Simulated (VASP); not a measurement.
Write the native input for VASP 6.6.1 that does the following.

```
Task                   : single point
Functional             : PBE
Potentials or basis    : VASP PAW PBE potentials, release 64 (Al, N)
Cutoff                 : 520 eV
k mesh                 : 16 × 16 × 16
Occupations            : fermi-dirac, width 0.1 eV
Spin                   : no spin polarisation
Dipole correction      : no
Further INCAR settings : ALGO = Normal; EDIFF = 1e-06; NBANDS = 11
```

The structure of AlN (rocksalt type) lies in POSCAR:

```
AlN
1.0
    0.0000000000      1.9356856298      1.9356856298
    1.9356856298      0.0000000000      1.9356856298
    1.9356856298      1.9356856298      0.0000000000
Al N
1 1
Direct
    0.0000000000      0.0000000000      0.0000000000
    0.5000000000      0.5000000000      0.5000000000
```

The input as run:

INCAR

```
SYSTEM = AlN
PREC = Accurate
ENCUT = 520
EDIFF = 1E-6
ISMEAR = -1
SIGMA = 0.1
LREAL = .FALSE.
LASPH = .TRUE.
NELM = 80
ALGO = Normal
ISIF = 2
LWAVE = .FALSE.
LCHARG = .FALSE.
GGA = PE
NBANDS = 11
```

KPOINTS

```
regular mesh
0
G
  16 16 16
  0 0 0
```

Potentials or basis: VASP PAW PBE potentials, release 64 (Al, N).

Launch:

```sh
$ cat potpaw_PBE.64/Al/POTCAR potpaw_PBE.64/N/POTCAR > POTCAR
$ mpirun -np 1 vasp_std > vasp.out
```

Results of the run:

```json
{"Pressure": "50.7 GPa", "Band gap on the k mesh": "5.05 eV, indirect (least direct gap 7.69 eV)"}
```

It took 25 s on 1 thread of Intel Xeon 8259CL, with other jobs on the host, peak memory 0.14 GiB.
